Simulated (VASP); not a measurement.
# Ti13Be3 in VASP: notebook

Ti13Be3 is run at these levels: PBE; tasks: single point.

All numbers are computed with VASP 6.6.1; they aren't measurements. Logs are shortened: lines on timing, memory, paths and dates and some standing lists are left out, and cuts for length are marked.

### Step 1. The cell of the first run

The cell holds a disordered packing, 16 atoms: a = 6.146 Å, b = 6.286 Å, c = 6.344 Å, α = 92.45°, β = 90.48°, γ = 87.86°.

### Step 2. Single point, PBE

File INCAR:

```
PREC = Accurate ; ENCUT = 400
EDIFF = 1E-6 ; ISMEAR = -1
SIGMA = 0.2335 ; LREAL = Auto
LASPH = True ; NELM = 120
ALGO = Normal ; ISIF = 2
LWAVE = False ; LCHARG = False
GGA = PE ; ISYM = -1
NBANDS = 95 ; GGA_COMPAT = False
```

File KPOINTS:

```
explicit points
1
Reciprocal
  0.25000000   0.25000000   0.25000000 1
```

File POSCAR:

```
Ti13Be3
1.0
    6.1453290000      0.1157260000     -0.0247540000
    0.1157260000      6.2830310000     -0.1349560000
   -0.0247540000     -0.1349560000      6.3427070000
Ti Be
13 3
Direct
    0.2968411731      0.2152499109      0.1583857292
    0.5834310795      0.9654195389      0.8412003601
    0.4023853220      0.2359085429      0.6767771110
    0.6501524350      0.9780964350      0.3821524242
    0.9093847513      0.7861896303      0.1075408210
    0.2958807678      0.7961946541      0.5765567412
    0.5729418374      0.4524346073      0.4059762444
    0.8342980756      0.2251414176      0.1396491119
    0.0737782618      0.4937267331      0.3673229257
    0.6069435440      0.5433656633      0.9140864834
    0.1502396267      0.5703496959      0.8625363185
    0.8780394523      0.2768159325      0.7233622741
    0.8871206946      0.7535998248      0.5864355083
    0.3849782587      0.7905932994      0.1798601230
    0.1487672981      1.0149112357      0.8625922570
    0.0682512487      0.0533108492      0.3756495626
```

Potentials or basis: VASP PAW PBE potentials, release 64 (Ti_sv, Be).

Command:

```
cat potpaw_PBE.64/Ti_sv/POTCAR potpaw_PBE.64/Be/POTCAR > POTCAR
mpirun -np 1 vasp_std > vasp.out
```

OUTCAR:

```text
PREC = Accurate
   ENCUT = 400
   EDIFF = 1E-6
   ISMEAR = -1
   LREAL = Auto
   LASPH = True
   NELM = 120
   ISIF = 2
   GGA = PE
   ISYM = -1

 ion  position               nearest neighbor table
   1  0.297  0.215  0.158-  16 2.27  15 2.41   9 2.52   7 2.74   8 2.84
   2  0.583  0.965  0.841-   3 2.28   6 2.65  10 2.71  13 2.75   5 2.84  12 2.84   8 2.92
   3  0.402  0.236  0.677-   2 2.28  15 2.47   7 2.50  10 2.74  11 2.79   4 2.84   6 2.91
   4  0.650  0.978  0.382-  14 2.38  13 2.40   8 2.53   5 2.60  16 2.63   6 2.81   3 2.84
   5  0.909  0.786  0.108-  11 2.48  16 2.55   4 2.60  15 2.65   9 2.69  10 2.70   8 2.78   2 2.84

   6  0.296  0.796  0.577-  15 2.39  16 2.48  13 2.54  11 2.54  14 2.58   2 2.65   9 2.68   4 2.81
                             7 2.88   3 2.91
   7  0.573  0.452  0.406-   3 2.50   8 2.67   1 2.74   6 2.88
   8  0.834  0.225  0.140-  16 2.34   4 2.53   9 2.65   7 2.67  12 2.69   5 2.78  10 2.83   1 2.84
                             2 2.92
   9  0.074  0.494  0.367-  13 2.37   1 2.52   8 2.65   6 2.68   5 2.69
  10  0.607  0.543  0.914-  12 2.59  14 2.60   5 2.70   2 2.71   3 2.74  11 2.82   8 2.83
  11  0.150  0.570  0.863-   5 2.48   6 2.54  13 2.65  12 2.66   3 2.79  10 2.82
  12  0.878  0.277  0.723-  15 2.48  10 2.59  11 2.66   8 2.69   2 2.84
  13  0.887  0.754  0.586-   9 2.37   4 2.40   6 2.54  16 2.64  11 2.65   2 2.75
  14  0.385  0.791  0.180-   4 2.38   6 2.58  10 2.60
  15  0.149  0.015  0.863-   6 2.39   1 2.41   3 2.47  12 2.48   5 2.65
  16  0.068  0.053  0.376-   1 2.27   8 2.34   6 2.48   5 2.55   4 2.63  13 2.64

IMPORTANT INFORMATION: All symmetrisations will be switched off!
NOSYMM: (Re-)initialisation of all symmetry stuff for point group C_1.

----------------------------------------------------------------------------------------

                                     Primitive cell

  volume of cell :     244.7002

  direct lattice vectors                    reciprocal lattice vectors
     6.145329000  0.115726000 -0.024754000     0.162783752 -0.002986003  0.000571770
     0.115726000  6.283031000 -0.134956000    -0.002986003  0.159286398  0.003377539
    -0.024754000 -0.134956000  6.342707000     0.000571770  0.003377539  0.157735486

  length of vectors
     6.146468399  6.285545655  6.344190884     0.162812140  0.159350182  0.157772679

  position of ions in fractional coordinates (direct lattice)
     0.296841173  0.215249911  0.158385729
     0.583431080  0.965419539  0.841200360
     0.402385322  0.235908543  0.676777111
     0.650152435  0.978096435  0.382152424
     0.909384751  0.786189630  0.107540821
     0.295880768  0.796194654  0.576556741
     0.572941837  0.452434607  0.405976244
     0.834298076  0.225141418  0.139649112
     0.073778262  0.493726733  0.367322926
     0.606943544  0.543365663  0.914086483
     0.150239627  0.570349696  0.862536318
     0.878039452  0.276815932  0.723362274
     0.887120695  0.753599825  0.586435508
     0.384978259  0.790593299  0.179860123
     0.148767298  0.014911236  0.862592257
     0.068251249  0.053310849  0.375649563

  ion indices of the primitive-cell ions
   primitive index   ion index
                 1           1
                 2           2
                 3           3
                 4           4
                 5           5
                 6           6
                 7           7
                 8           8
                 9           9
                10          10
                11          11
                12          12
                13          13
                14          14
                15          15
                16          16

----------------------------------------------------------------------------------------

 KPOINTS: explicit points

Read explicit list of k-points.

 Found      1 k-points:

 Following reciprocal coordinates:
            Coordinates               Weight
  0.250000  0.250000  0.250000      1.000000
   k-points           NKPTS =      1   k-points in BZ     NKDIM =      1   number of bands    NBANDS=     95
   number of dos      NEDOS =    301   number of ions     NIONS =     16
   total plane-waves  NPLWV =  70560
   dimension x,y,z NGX =    40 NGY =   42 NGZ =   42
   dimension x,y,z NGXF=    80 NGYF=   84 NGZF=   84
   ions per type =              13   3
   NGX,Y,Z   is equivalent  to a cutoff of  10.82, 11.11, 11.01 a.u.
   NGXF,Y,Z  is equivalent  to a cutoff of  21.64, 22.22, 22.01 a.u.
 SYSTEM =  unknown system
   PREC   = accura    normal or accurate (medium, high low for compatibility)
   ISTART =      0    job   : 0-new  1-cont  2-samecut
   ICHARG =      2    charge: 1-file 2-atom 10-const
   ISPIN  =      1    spin polarized calculation?
   LNONCOLLINEAR =      F non collinear calculations
   LSORBIT =      F    spin-orbit coupling
   LASPH  =      T    aspherical Exc in radial PAW
   ENCUT  =  400.0 eV  29.40 Ry    5.42 a.u.  10.02 10.25 10.35*2*pi/ulx,y,z
   NELM   =    120;   NELMIN=  2; NELMDL= -5     # of ELM steps
   EDIFF  = 0.1E-05   stopping-criterion for ELM
   LREAL  =      T    real-space projection
   EDIFFG = 0.1E-04   stopping-criterion for IOM
   NSW    =      0    number of steps for IOM
   IBRION =     -1    ionic relax: 0-MD 1-quasi-New 2-CG
   NFREE  =      0    steps in history (QN), initial steepest desc. (CG)
   ISIF   =      2    stress and relaxation
   ISYM   =     -1    0-nonsym 1-usesym 2-fastsym
   POTIM  = 0.5000    time-step for ionic-motion
   TEBEG  =    0.0;   TEEND  =   0.0 temperature during run
   PSTRESS=    0.0 pullay stress
   NELECT =     162.0000    total number of electrons
   NUPDOWN=      -1.0000    fix difference up-down
   EMIN   =  10.00;   EMAX   =-10.00  energy-range for DOS
   EFERMI =   0.00;   METHOD = LEGACY
   ISMEAR =    -1;   SIGMA  =   0.23  broadening in eV -4-tet -1-fermi 0-gaus
   EFERMI_NEDOS =   21; number of points for ismear=-14 and -15
   IALGO  =     38    algorithm
   IMIX   =      4    mixing-type and parameters
     AMIX     =   0.40;   BMIX     =  1.00
     AMIX_MAG =   1.60;   BMIX_MAG =  1.00
  volume/ion in A,a.u.               =      15.29       103.21
  Fermi-wavevector in a.u.,A,eV,Ry     =   1.426817  2.696294 27.698850  2.035808
  Thomas-Fermi vector in A             =   2.547054
   LORBIT       =      0    0 simple, 1 ext, 2 COOP (PROOUT), +10 PAW based schemes
   GGA     = PE    functional components
   LHFCALC =     F    Hartree Fock is set to
   AEXX    =    0.0000 exact exchange contribution
   IVDW    =     0    specifies the selected vdW correction
   LEPSILON=     F    determine dielectric tensor
   LRPA    =     F    only Hartree local field effects (RPA)
 non-spin polarized calculation
  energy-cutoff  :      400.00
  volume of cell :      244.70
 maximum number of plane-waves:      4429
 NGX is ok and might be reduce to    40
   NGX = 21   NGY = 21   NGZ = 21

 number of electron     161.9999980 magnetization

 Free energy of the ion-electron system (eV)
  ---------------------------------------------------
  ext. energy  EPLUGINS =         0.00000000
  ---------------------------------------------------
  free energy    TOTEN  =      -110.30929525 eV

  energy without entropy =     -106.78352340  energy(sigma->0) =     -108.54640933

 E-fermi :   8.1047     XC(G=0): -11.4544

 val. band max:        8.0452078581   @ k =   0.2500   0.2500   0.2500
 cond. band min:       8.1253418565   @ k =   0.2500   0.2500   0.2500
 fundamental gap:      0.0801339984
 Fermi energy:         8.1047483458

 k-point     1 :       0.2500    0.2500    0.2500
  band No.  band energies     occupation
      1     -48.4704      2.00000
      2     -48.4369      2.00000
      3     -48.3701      2.00000
      4     -48.3667      2.00000
      5     -48.3132      2.00000
      6     -48.2566      2.00000
      7     -48.2240      2.00000
      8     -48.1686      2.00000
      9     -48.1498      2.00000
     10     -48.1147      2.00000
     11     -48.0598      2.00000
     12     -47.9692      2.00000
     13     -47.8962      2.00000
     14     -25.2272      2.00000
     15     -25.1648      2.00000
     16     -25.0411      2.00000
     17     -24.9884      2.00000
     18     -24.9731      2.00000
     19     -24.9285      2.00000
     20     -24.9092      2.00000
     21     -24.8619      2.00000
     22     -24.8394      2.00000
     23     -24.7981      2.00000
     24     -24.7802      2.00000
     25     -24.7545      2.00000
     26     -24.7112      2.00000
     27     -24.6934      2.00000
     28     -24.6584      2.00000
     29     -24.6471      2.00000
     30     -24.6183      2.00000
     31     -24.5880      2.00000
     32     -24.5637      2.00000
     33     -24.5264      2.00000
     34     -24.5017      2.00000
     35     -24.4729      2.00000
     36     -24.4371      2.00000
     37     -24.4118      2.00000
     38     -24.3855      2.00000
     39     -24.3660      2.00000
     40     -24.3486      2.00000
     41     -24.3115      2.00000
     42     -24.2740      2.00000
     43     -24.2637      2.00000
     44     -24.2045      2.00000
     45     -24.1923      2.00000
     46     -24.1771      2.00000
     47     -24.1445      2.00000
     48     -24.0882      2.00000
     49     -24.0213      2.00000
     50     -23.9144      2.00000
     51     -23.8231      2.00000
     52     -23.7707      2.00000
     53       2.2655      2.00000
     54       3.7437      2.00000
     55       4.0969      2.00000
     56       4.2093      2.00000
     57       5.0888      2.00000
     58       5.4068      1.99998
     59       5.5170      1.99997
     60       5.7285      1.99992
     61       5.8154      1.99989
     62       5.9731      1.99978
     63       6.1011      1.99962
     64       6.2975      1.99913
     65       6.3417      1.99895
     66       6.4611      1.99825
     67       6.5899      1.99696
     68       6.7607      1.99369
     69       6.8795      1.98953
     70       7.0115      1.98165
     71       7.0456      1.97880
     72       7.1710      1.96399
     73       7.2636      1.94692
     74       7.3939      1.90907
     75       7.4190      1.89928
     76       7.5806      1.80840
     77       7.6460      1.75404
     78       7.7399      1.65342
     79       7.8328      1.52437
     80       7.9576      1.30504
     81       8.0452      1.12681
     82       8.1253      0.95593
     83       8.2427      0.71295
     84       8.3972      0.44459
     85       8.5013      0.30941
     86       8.5849      0.22681
     87       8.6641      0.16703
     88       8.7023      0.14363
     89       8.8860      0.06807
     90       8.9830      0.04546
     91       9.0238      0.03831
     92       9.0996      0.02784
     93       9.2238      0.01644
 [bands above 93 left out]

------------------------ aborting loop because EDIFF is reached ----------------------------------------

  FORCE on cell =-STRESS in cart. coord.  units (eV):
  Direction    XX          YY          ZZ          XY          YZ          ZX
  --------------------------------------------------------------------------------------
  -------------------------------------------------------------------------------------
  Total        9.1547896     10.5718837      9.1524344     -1.8416697      1.7035752     -1.2677297
  in kB       59.9410962     69.2195370     59.9256758    -12.0583548     11.1541793     -8.3004755
  external PRESSURE =      63.0287697 kB  Pullay stress =       0.0000000 kB

 VOLUME and BASIS-vectors are now :
 -----------------------------------------------------------------------------
  energy-cutoff  :      400.00
  volume of cell :      244.70
      direct lattice vectors                 reciprocal lattice vectors
     6.145329000  0.115726000 -0.024754000     0.162783752 -0.002986003  0.000571770
     0.115726000  6.283031000 -0.134956000    -0.002986003  0.159286398  0.003377539
    -0.024754000 -0.134956000  6.342707000     0.000571770  0.003377539  0.157735486

 POSITION                                       TOTAL-FORCE (eV/Angst)
 -----------------------------------------------------------------------------------
      1.84518      1.36540      0.96820         1.515858      0.208473     -1.158484
      3.67628      6.01975      5.19076         0.057422     -0.946554      1.799216
      2.48334      1.43745      4.25080        -1.590492      0.706180     -0.484475
      4.09913      6.16908      2.27579        -0.969912      0.970411     -0.001185
      5.67679      5.03038      0.55349         0.242960      1.150546      0.080525
      1.89615      4.95895      3.54216         1.562258      0.429123     -1.349475
      3.56323      2.85418      2.49975         0.661924      1.751797     -0.345178
      5.14963      1.49227      0.83472        -0.071054      0.572398     -1.021958
      0.50144      3.06107      2.26136         0.599096     -0.889338      0.163179
      3.77012      3.36086      5.70943        -0.631175     -0.181877      0.305279
      0.96792      3.48451      5.39012         0.726074     -0.854558      1.282026
      5.40997      1.74323      4.52898         0.679682     -1.033836     -1.824196
      5.52434      4.75841      3.59593        -0.910106      0.350401      1.531909
      2.45286      4.98760      1.02458        -1.277374     -0.671585     -0.663623
      0.89460     -0.00551      5.46548        -0.504247     -0.902637      0.318889
      0.41630      0.29216      2.37375        -0.090915     -0.658942      1.367549
 -----------------------------------------------------------------------------------
    total drift:                               -0.004038      0.003527     -0.000640

  FREE ENERGIE OF THE ION-ELECTRON SYSTEM (eV)
  ---------------------------------------------------
  free  energy   TOTEN  =      -110.3092952475 eV

  energy  without entropy=     -106.7835234046  energy(sigma->0) =     -108.54640933
```

Wall time 1.7 min (1 thread of Intel Xeon 8259CL, shared host); peak memory 0.24 GiB.

Results:

```yaml
Free_energy: -110.3093 eV
Pressure: 6.3 GPa
Largest_force: 2.204 eV/Å
```

Forces on the atoms (eV/Å):
```
Ti   1.516  0.208 -1.158
Ti   0.057 -0.947  1.799
Ti  -1.590  0.706 -0.484
Ti  -0.970  0.970 -0.001
Ti   0.243  1.151  0.081
Ti   1.562  0.429 -1.349
Ti   0.662  1.752 -0.345
Ti  -0.071  0.572 -1.022
Ti   0.599 -0.889  0.163
Ti  -0.631 -0.182  0.305
Ti   0.726 -0.855  1.282
Ti   0.680 -1.034 -1.824
Ti  -0.910  0.350  1.532
Be  -1.277 -0.672 -0.664
Be  -0.504 -0.903  0.319
Be  -0.091 -0.659  1.368
```

Caveat: the atoms stand as in a frame of molecular dynamics.

### Step 3. Single point, PBE

File INCAR:

```
  ALGO = Normal
  EDIFF = 1E-6
  ENCUT = 400
  GGA = PE
  GGA_COMPAT = False
  ISIF = 2
  ISMEAR = -1
  ISYM = -1
  LASPH = True
  LCHARG = True
  LELF = True
  LREAL = Auto
  LVHAR = True
  LWAVE = False
  NBANDS = 95
  NELM = 120
  PREC = Accurate
  SIGMA = 0.2335
```

KPOINTS is that of step 2.

File POSCAR:

```
Ti13Be3
1.0
    6.1453290000      0.1157260000     -0.0247540000
    0.1157260000      6.2830310000     -0.1349560000
   -0.0247540000     -0.1349560000      6.3427070000
Ti Be
13 3
Direct
    0.3919388751      0.2252507639      0.1350369798
    0.5453196162      0.9816463173      0.8774926703
    0.3961261258      0.2351224289      0.6328329353
    0.6155773503      0.9759446905      0.3142731634
    0.9678940238      0.7982810008      0.1357388981
    0.2009878132      0.8193302893      0.4888120783
    0.6746314410      0.5296696359      0.3851784297
    0.9684037078      0.2709739755      0.0321614146
    0.1337474003      0.5129183056      0.3472069869
    0.6151037830      0.5336800970      0.9636332894
    0.2453864564      0.5357763081      0.8068092257
    0.8682293235      0.2387970402      0.6518488466
    0.8071965447      0.7976801030      0.6655757643
    0.3922771506      0.7365447741      0.1386252849
    0.1612560142      0.9362197517      0.8039600764
    0.0148223746      0.0874107207      0.3012063326
```

Potentials or basis: VASP PAW PBE potentials, release 64 (Ti_sv, Be).

Command:

```
cat potpaw_PBE.64/Ti_sv/POTCAR potpaw_PBE.64/Be/POTCAR > POTCAR
mpirun -np 1 vasp_std > vasp.out
```

Run time: 2.6 min. Hardware: 1 thread of Intel Xeon 8259CL, shared host; peak memory 0.24 GiB.

The run converged. Its results:

```yaml
Free_energy: -107.2506 eV
Pressure: 8.4 GPa
Largest_force: 3.607 eV/Å
```

Forces on the atoms (eV/Å):
```
Ti  -1.739  0.126  0.575
Ti   0.825 -1.182  0.321
Ti  -0.782 -0.661 -1.403
Ti   1.805  0.400  1.352
Ti  -0.829 -1.308 -2.881
Ti   1.731  1.405 -0.438
Ti  -1.192 -0.721 -0.211
Ti  -1.150  0.202 -1.016
Ti   0.930 -2.880 -0.213
Ti   2.899 -0.918 -1.362
Ti  -1.740  1.540  0.732
Ti   0.546  0.522 -0.852
Ti   0.781 -0.766 -0.148
Be  -2.306  0.498  0.578
Be  -0.547  1.583  2.182
Be   0.769  2.160  2.784
```

Stress tensor (GPa, compression positive):
```
 3.72 -5.98  1.58
-5.98  9.46  3.09
 1.58  3.09 12.04
```

Levels at points of the mesh, in eV from the Fermi level:
```tsv
k point	band 78	band 79	band 80	band 81	band 82	band 83	band 84	band 85
(0.25, 0.25, 0.25)	-0.40	-0.32	-0.11	-0.01	0.10	0.17	0.22	0.31
```

Caveat: the atoms stand as in a frame of molecular dynamics.

(Part 1 of 2 ends here.)
